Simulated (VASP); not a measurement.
# Ti (Im-3m) in VASP: a series of runs, part 2 of 3

VASP 6.6.1. The steps go on from the part before.

### 3 Single point, PBEsol

INCAR

```
PREC = Accurate ; ENCUT = 520
EDIFF = 1E-6 ; ISMEAR = 0
SIGMA = 0.15 ; LREAL = F
LASPH = T ; NELM = 60
ALGO = Normal ; ISIF = 2
LWAVE = F ; LCHARG = F
GGA = PS ; NBANDS = 12
```

KPOINTS

```
regular mesh
0
Gamma
  22 22 22
```

POSCAR

```
Ti
1.0
   -1.6410000000      1.6410000000      1.6410000000
    1.6410000000     -1.6410000000      1.6410000000
    1.6410000000      1.6410000000     -1.6410000000
Ti
1
Direct
    0.0000000000      0.0000000000      0.0000000000
```

Potentials or basis: VASP PAW PBE potentials, release 64 (Ti_sv).

Launch:

```bash
$ cat potpaw_PBE.64/Ti_sv/POTCAR > POTCAR
$ mpirun -np 1 vasp_std > vasp.out
```

OUTCAR:

```text
PREC = Accurate
   ENCUT = 520
   EDIFF = 1E-6
   ISMEAR = 0
   LREAL = F
   LASPH = T
   NELM = 60
   ISIF = 2
   GGA = PS

 ion  position               nearest neighbor table
   1  0.000  0.000  0.000-

  LATTYP: Found a body centered cubic cell.
 ALAT       =     3.2820000000

  Lattice vectors:

 A1 = (  -1.6410000000,   1.6410000000,   1.6410000000)
 A2 = (   1.6410000000,  -1.6410000000,   1.6410000000)
 A3 = (   1.6410000000,   1.6410000000,  -1.6410000000)

Analysis of symmetry for initial positions (statically):
=====================================================================
 Subroutine PRICEL returns:
 Original cell was already a primitive cell.

 Routine SETGRP: Setting up the symmetry group for a
 body centered cubic supercell.

 Subroutine GETGRP returns: Found 48 space group operations
 (whereof 48 operations were pure point group operations)
 out of a pool of 48 trial point group operations.

The static configuration has the point symmetry O_h .

Analysis of symmetry for dynamics (positions and initial velocities):
=====================================================================
 Subroutine PRICEL returns:
 Original cell was already a primitive cell.

 Routine SETGRP: Setting up the symmetry group for a
 body centered cubic supercell.

 Subroutine GETGRP returns: Found 48 space group operations
 (whereof 48 operations were pure point group operations)
 out of a pool of 48 trial point group operations.

The dynamic configuration has the point symmetry O_h .

 Subroutine INISYM returns: Found 48 space group operations
 (whereof 48 operations are pure point group operations),
 and found     1 'primitive' translations

----------------------------------------------------------------------------------------

                                     Primitive cell

  volume of cell :      17.6761

  direct lattice vectors                    reciprocal lattice vectors
    -1.641000000  1.641000000  1.641000000     0.000000000  0.304692261  0.304692261
     1.641000000 -1.641000000  1.641000000     0.304692261  0.000000000  0.304692261
     1.641000000  1.641000000 -1.641000000     0.304692261  0.304692261  0.000000000

  length of vectors
     2.842295375  2.842295375  2.842295375     0.430899928  0.430899928  0.430899928

  position of ions in fractional coordinates (direct lattice)
     0.000000000  0.000000000  0.000000000

  ion indices of the primitive-cell ions
   primitive index   ion index
                 1           1

----------------------------------------------------------------------------------------

 KPOINTS: regular mesh

Automatic generation of k-mesh.
 Grid dimensions read from file:
 generate k-points for:   22   22   22

 Generating k-lattice:

  Cartesian coordinates                     Fractional coordinates (reciprocal lattice)
     0.000000000  0.013849648  0.013849648     0.045454545  0.000000000  0.000000000
     0.013849648  0.000000000  0.013849648     0.000000000  0.045454545  0.000000000
     0.013849648  0.013849648  0.000000000     0.000000000  0.000000000  0.045454545

  Length of vectors
     0.019586360  0.019586360  0.019586360

  Shift w.r.t. Gamma in fractional coordinates (k-lattice)
     0.000000000  0.000000000  0.000000000

 Subroutine IBZKPT returns following result:
 ===========================================

 Found    328 irreducible k-points:

 Following reciprocal coordinates:
            Coordinates               Weight
  0.000000  0.000000  0.000000      1.000000
  0.045455  0.000000  0.000000     12.000000
  0.090909  0.000000  0.000000     12.000000
  0.136364  0.000000  0.000000     12.000000
  0.181818  0.000000  0.000000     12.000000
  0.227273  0.000000  0.000000     12.000000
[... 16 lines left out ...]
  0.090909  0.090909  0.000000     24.000000
  0.136364  0.090909 -0.000000     48.000000
 [... further k-points ...]
   k-points           NKPTS =    328   k-points in BZ     NKDIM =    328   number of bands    NBANDS=     12
   number of dos      NEDOS =    301   number of ions     NIONS =      1
   total plane-waves  NPLWV =  13824
   dimension x,y,z NGX =    24 NGY =   24 NGZ =   24
   dimension x,y,z NGXF=    48 NGYF=   48 NGZF=   48
   ions per type =               1
   NGX,Y,Z   is equivalent  to a cutoff of  14.04, 14.04, 14.04 a.u.
   NGXF,Y,Z  is equivalent  to a cutoff of  28.08, 28.08, 28.08 a.u.
 SYSTEM =  unknown system
   PREC   = accura    normal or accurate (medium, high low for compatibility)
   ISTART =      0    job   : 0-new  1-cont  2-samecut
   ICHARG =      2    charge: 1-file 2-atom 10-const
   ISPIN  =      1    spin polarized calculation?
   LNONCOLLINEAR =      F non collinear calculations
   LSORBIT =      F    spin-orbit coupling
   LASPH  =      T    aspherical Exc in radial PAW
   ENCUT  =  520.0 eV  38.22 Ry    6.18 a.u.   5.28  5.28  5.28*2*pi/ulx,y,z
   NELM   =     60;   NELMIN=  2; NELMDL= -5     # of ELM steps
   EDIFF  = 0.1E-05   stopping-criterion for ELM
   LREAL  =      F    real-space projection
   EDIFFG = 0.1E-04   stopping-criterion for IOM
   NSW    =      0    number of steps for IOM
   IBRION =     -1    ionic relax: 0-MD 1-quasi-New 2-CG
   NFREE  =      0    steps in history (QN), initial steepest desc. (CG)
   ISIF   =      2    stress and relaxation
   ISYM   =      2    0-nonsym 1-usesym 2-fastsym
   POTIM  = 0.5000    time-step for ionic-motion
   TEBEG  =    0.0;   TEEND  =   0.0 temperature during run
   PSTRESS=    0.0 pullay stress
   NELECT =      12.0000    total number of electrons
   NUPDOWN=      -1.0000    fix difference up-down
   EMIN   =  10.00;   EMAX   =-10.00  energy-range for DOS
   EFERMI =   0.00;   METHOD = LEGACY
   ISMEAR =     0;   SIGMA  =   0.15  broadening in eV -4-tet -1-fermi 0-gaus
   EFERMI_NEDOS =   21; number of points for ismear=-14 and -15
   IALGO  =     38    algorithm
   IMIX   =      4    mixing-type and parameters
     AMIX     =   0.40;   BMIX     =  1.00
     AMIX_MAG =   1.60;   BMIX_MAG =  1.00
  volume/ion in A,a.u.               =      17.68       119.28
  Fermi-wavevector in a.u.,A,eV,Ry     =   1.438821  2.718977 28.166848  2.070205
  Thomas-Fermi vector in A             =   2.557745
   LORBIT       =      0    0 simple, 1 ext, 2 COOP (PROOUT), +10 PAW based schemes
   GGA     = PS    functional components
   LHFCALC =     F    Hartree Fock is set to
   AEXX    =    0.0000 exact exchange contribution
   IVDW    =     0    specifies the selected vdW correction
   LEPSILON=     F    determine dielectric tensor
   LRPA    =     F    only Hartree local field effects (RPA)
 non-spin polarized calculation
 Gauss-broadening in eV      SIGMA  =   0.15
  energy-cutoff  :      520.00
  volume of cell :       17.68
 maximum number of plane-waves:       490
 NGX is ok and might be reduce to    24

 number of electron      12.0000001 magnetization

 Free energy of the ion-electron system (eV)
  ---------------------------------------------------
  ext. energy  EPLUGINS =         0.00000000
  ---------------------------------------------------
  free energy    TOTEN  =        -8.22196007 eV

  energy without entropy =       -8.19520819  energy(sigma->0) =       -8.20858413

 E-fermi :   7.7765     XC(G=0): -11.5483

 val. band max:        7.7759634183   @ k =   0.3182   0.1818   0.0455
 cond. band min:       7.7789239420   @ k =  -0.4545  -0.4545   0.0909
 fundamental gap:      0.0029605237
 Fermi energy:         7.7764979914

 k-point     1 :       0.0000    0.0000    0.0000
  band No.  band energies     occupation
      1     -48.5548      2.00000
      2     -24.5252      2.00000
      3     -24.5252      2.00000
      4     -24.5252      2.00000
      5       1.8626      2.00000
      6       8.7450      0.00000
      7       8.7450      0.00000
      8       8.7450      0.00000
      9      10.4790      0.00000
     10      10.4790      0.00000
     11      25.0725      0.00000
     12      25.0725      0.00000

 k-point     2 :       0.0455    0.0000    0.0000
  band No.  band energies     occupation
      1     -48.5523      2.00000
      2     -24.5388      2.00000
      3     -24.5294      2.00000
      4     -24.5253      2.00000
      5       1.9326      2.00000
      6       8.7131      0.00000
      7       8.7370      0.00000
      8       8.7956      0.00000
      9      10.4407      0.00000
     10      10.4808      0.00000
     11      24.9601      0.00000
     12      25.0674      0.00000
[... 316 lines left out ...]
 k-point    24 :       0.1364    0.0909   -0.0000
  band No.  band energies     occupation
      1     -48.5127      2.00000
      2     -24.7475      2.00000
      3     -24.5830      2.00000
      4     -24.5423      2.00000
      5       3.1037      2.00000
      6       8.2873      0.00000
      7       8.3594      0.00000
      8       9.6963      0.00000
      9      10.0739      0.00000
     10      10.5937      0.00000
     11      23.0517      0.00000
     12      23.8753      0.00000

 [... further k-points ...]
[... 5 lines left out ...]
  --------------------------------------------------------------------------------------
  -------------------------------------------------------------------------------------
  Total       -0.7549360     -0.7549360     -0.7549360      0.0000000     -0.0000000      0.0000000
  in kB      -68.4281798    -68.4281798    -68.4281798      0.0000000     -0.0000000      0.0000000
  external PRESSURE =     -68.4281798 kB  Pullay stress =       0.0000000 kB

 VOLUME and BASIS-vectors are now :
 -----------------------------------------------------------------------------
  energy-cutoff  :      520.00
  volume of cell :       17.68
      direct lattice vectors                 reciprocal lattice vectors
    -1.641000000  1.641000000  1.641000000     0.000000000  0.304692261  0.304692261
     1.641000000 -1.641000000  1.641000000     0.304692261  0.000000000  0.304692261
     1.641000000  1.641000000 -1.641000000     0.304692261  0.304692261  0.000000000

 POSITION                                       TOTAL-FORCE (eV/Angst)
 -----------------------------------------------------------------------------------
      0.00000      0.00000      0.00000         0.000000      0.000000     -0.000000
 -----------------------------------------------------------------------------------
    total drift:                                0.000000      0.000000     -0.000000

  FREE ENERGIE OF THE ION-ELECTRON SYSTEM (eV)
  ---------------------------------------------------
  free  energy   TOTEN  =        -8.2219600737 eV

  energy  without entropy=       -8.1952081878  energy(sigma->0) =       -8.20858413
```

OSZICAR:

```text
N       E                     dE             d eps       ncg     rms          rms(c)
DAV:   1     0.859278777858E+02    0.85928E+02   -0.65623E+03  7884   0.120E+03
DAV:   2    -0.506201708286E+01   -0.90990E+02   -0.88621E+02  8016   0.297E+02
DAV:   3    -0.934227319228E+01   -0.42803E+01   -0.42340E+01 10968   0.650E+01
DAV:   4    -0.943572966764E+01   -0.93456E-01   -0.93348E-01  8800   0.853E+00
DAV:   5    -0.943809981057E+01   -0.23701E-02   -0.23701E-02  9352   0.120E+00    0.853E+00
DAV:   6    -0.821915029007E+01    0.12189E+01   -0.29494E+00  8516   0.238E+01    0.201E+00
DAV:   7    -0.821386647552E+01    0.52838E-02   -0.74542E-02  9320   0.275E+00    0.124E+00
DAV:   8    -0.822154394294E+01   -0.76775E-02   -0.35545E-02  8276   0.224E+00    0.107E-01
DAV:   9    -0.822192505304E+01   -0.38111E-03   -0.21405E-03  9504   0.464E-01    0.726E-02
DAV:  10    -0.822197302218E+01   -0.47969E-04   -0.29098E-04  8340   0.184E-01    0.169E-02
DAV:  11    -0.822196010922E+01    0.12913E-04   -0.32589E-05  8840   0.863E-02    0.950E-03
DAV:  12    -0.822196007368E+01    0.35539E-07   -0.22279E-06  8800   0.166E-02
   1 F= -.82219601E+01 E0= -.82085841E+01  d E =-.267519E-01
```

stdout:

```text
POSCAR found type information on POSCAR Ti
 POSCAR found :  1 types and       1 ions
 scaLAPACK will be used
 -----------------------------------------------------------------------------
|                                                                             |
|                                                                             |
|     You enforced a specific xc type in the INCAR file but a different       |
|     I HOPE YOU KNOW WHAT YOU ARE DOING!                                     |
|                                                                             |
 -----------------------------------------------------------------------------

 LDA part: xc-table for (Slater+PW92), standard interpolation
 POSCAR, INCAR and KPOINTS ok, starting setup
 FFT: planning ... GRIDC
 FFT: planning ... GRID_SOFT
 FFT: planning ... GRID
 WAVECAR not read
 entering main loop
```

Wall time 33 s (1 thread of Intel Xeon Platinum 8259CL at 2.50GHz (Skylake/Cascade Lake), shared host); peak memory 0.18 GiB.

Results:

- Free energy: -8.2220 eV
- Pressure: -6.8 GPa
- Band gap on the k mesh: zero (band 6 reaches 8.76 eV, above the bottom of band 7 at 7.19 eV)

Levels at points of the mesh, in eV from the Fermi level:
| k point | band 4 | band 5 | band 6 | band 7 | band 8 | band 9 |
| --- | --- | --- | --- | --- | --- | --- |
| (0.00, 0.00, 0.00) | -32.30 | -5.91 | 0.97 | 0.97 | 0.97 | 2.70 |
| (0.50, 0.00, 0.00) | -32.31 | -2.42 | -0.39 | 1.10 | 2.68 | 3.03 |
| (0.50, 0.50, 0.50) | -32.75 | -2.04 | -2.04 | 3.85 | 3.85 | 3.85 |

Caveat: the PAW data sets were made with another functional, which shifts forces and pressure a little.

### 4 Single point, PBEsol

This run uses another cell than the first one: it holds 2 atoms, not 1.

INCAR

```
  ALGO = Fast
  EDIFF = 1E-6
  ENCUT = 520
  GGA = PS
  ISIF = 2
  ISMEAR = 0
  LASPH = True
  LCHARG = False
  LREAL = False
  LWAVE = False
  NBANDS = 19
  NELM = 60
  PREC = Accurate
  SIGMA = 0.15
```

KPOINTS

```
k-points
0
Gamma
  18 18 10
```

POSCAR

```
Ti
1.0
   -1.6410000000      1.6410000000      1.6410000000
    1.6410000000     -1.6410000000      1.6410000000
    3.2820000000      3.2820000000      0.0000000000
Ti
2
Direct
    0.0000000000      0.0000000000      0.0000000000
    0.5000000000      0.5000000000      0.5000000000
```

Potentials or basis: VASP PAW PBE potentials, release 64 (Ti_sv).

Launch:

```bash
$ cat potpaw_PBE.64/Ti_sv/POTCAR > POTCAR
$ mpirun -np 1 vasp_std > vasp.out
```

OUTCAR:

```text
EDIFF = 1E-6
   ENCUT = 520
   GGA = PS
   ISIF = 2
   ISMEAR = 0
   LASPH = True
   LREAL = False
   NELM = 60
   PREC = Accurate

 ion  position               nearest neighbor table
   1  0.000  0.000  0.000-   2 2.84   2 2.84   2 2.84   2 2.84
   2  0.500  0.500  0.500-   1 2.84   1 2.84   1 2.84   1 2.84

  LATTYP: Found a base centered orthorhombic cell.
 ALAT       =     3.2820000000
 B/A-ratio  =     1.4142135624
 C/A-ratio  =     1.4142135624

  Lattice vectors:

 A1 = (  -1.6410000000,   1.6410000000,   1.6410000000)
 A2 = (   1.6410000000,  -1.6410000000,   1.6410000000)
 A3 = (   3.2820000000,   3.2820000000,   0.0000000000)

Analysis of symmetry for initial positions (statically):
=====================================================================
 Subroutine PRICEL returns following result:

  LATTYP: Found a body centered cubic cell.
 ALAT       =     3.2820000000

  Lattice vectors:

 A1 = (  -1.6410000000,   1.6410000000,  -1.6410000000)
 A2 = (  -1.6410000000,  -1.6410000000,   1.6410000000)
 A3 = (   1.6410000000,   1.6410000000,   1.6410000000)

   2 primitive cells build up your supercell.
[... 171 lines left out ...]

 Free energy of the ion-electron system (eV)
  ---------------------------------------------------
  ext. energy  EPLUGINS =         0.00000000
  ---------------------------------------------------
  free energy    TOTEN  =       -16.44418430 eV

  energy without entropy =      -16.39136706  energy(sigma->0) =      -16.41777568

 E-fermi :   7.7765     XC(G=0): -11.5484

 val. band max:        7.7755405903   @ k =  -0.2222   0.0556   0.1000
 cond. band min:       7.7764989580   @ k =  -0.3889   0.2222   0.1000
 fundamental gap:      0.0009583677
 Fermi energy:         7.7764531203

 k-point     1 :       0.0000    0.0000    0.0000
  band No.  band energies     occupation
      1     -48.5554      2.00000
      2     -48.4306      2.00000
      3     -25.1700      2.00000
      4     -24.7297      2.00000
      5     -24.5298      2.00000
      6     -24.5260      2.00000
[... 505 lines left out ...]
      6     -24.5989      2.00000
[... 11 lines left out ...]
     18      10.4194      0.00000
     19      11.1100      0.00000

 [... further k-points ...]
[... 5 lines left out ...]
  --------------------------------------------------------------------------------------
  -------------------------------------------------------------------------------------
  Total       -1.5228677     -1.5228677     -1.5264177     -0.0033750     -0.0000000      0.0000000
  in kB      -69.0171498    -69.0171498    -69.1780368     -0.1529586     -0.0000000      0.0000000
  external PRESSURE =     -69.0707788 kB  Pullay stress =       0.0000000 kB

 VOLUME and BASIS-vectors are now :
 -----------------------------------------------------------------------------
  energy-cutoff  :      520.00
  volume of cell :       35.35
      direct lattice vectors                 reciprocal lattice vectors
    -1.641000000  1.641000000  1.641000000    -0.152346130  0.152346130  0.304692261
     1.641000000 -1.641000000  1.641000000     0.152346130 -0.152346130  0.304692261
     3.282000000  3.282000000  0.000000000     0.152346130  0.152346130  0.000000000

 POSITION                                       TOTAL-FORCE (eV/Angst)
 -----------------------------------------------------------------------------------
      0.00000      0.00000      0.00000        -0.000000      0.000000      0.000000
      1.64100      1.64100      1.64100         0.000000     -0.000000     -0.000000
 -----------------------------------------------------------------------------------
    total drift:                               -0.000000     -0.000000      0.000000

  FREE ENERGIE OF THE ION-ELECTRON SYSTEM (eV)
  ---------------------------------------------------
  free  energy   TOTEN  =       -16.4441842998 eV

  energy  without entropy=      -16.3913670594  energy(sigma->0) =      -16.41777568
```

OSZICAR:

```text
N       E                     dE             d eps       ncg     rms          rms(c)
DAV:   1     0.254487542960E+03    0.25449E+03   -0.12675E+04 20756   0.155E+03
DAV:   2     0.578648187927E+01   -0.24870E+03   -0.24488E+03 21162   0.435E+02
DAV:   3    -0.179747033976E+02   -0.23761E+02   -0.23380E+02 38195   0.118E+02
[... 28 lines left out ...]
RMM:  32    -0.164441799621E+02   -0.18152E-05   -0.21614E-05 20011   0.164E-02    0.348E-03
RMM:  33    -0.164441814709E+02   -0.15088E-05   -0.17881E-05 19722   0.149E-02    0.416E-03
RMM:  34    -0.164441826418E+02   -0.11708E-05   -0.13917E-05 19452   0.136E-02    0.455E-03
RMM:  35    -0.164441835432E+02   -0.90140E-06   -0.10961E-05 18901   0.124E-02    0.506E-03
RMM:  36    -0.164441842998E+02   -0.75660E-06   -0.90907E-06 19366   0.115E-02
   1 F= -.16444184E+02 E0= -.16417776E+02  d E =-.528172E-01
```

Wall time 22 min (1 thread of Intel Xeon 8259CL, shared host); peak memory 0.4 GiB.

What came out:

```
Free energy            : -16.4442 eV
Pressure               : -6.9 GPa
Band gap on the k mesh : zero (band 12 reaches 8.74 eV, above the bottom of band 13 at 7.17 eV)
```

Caveat: the PAW data sets were made with another functional, which shifts forces and pressure a little.

(Continued in part 3 of 3.)
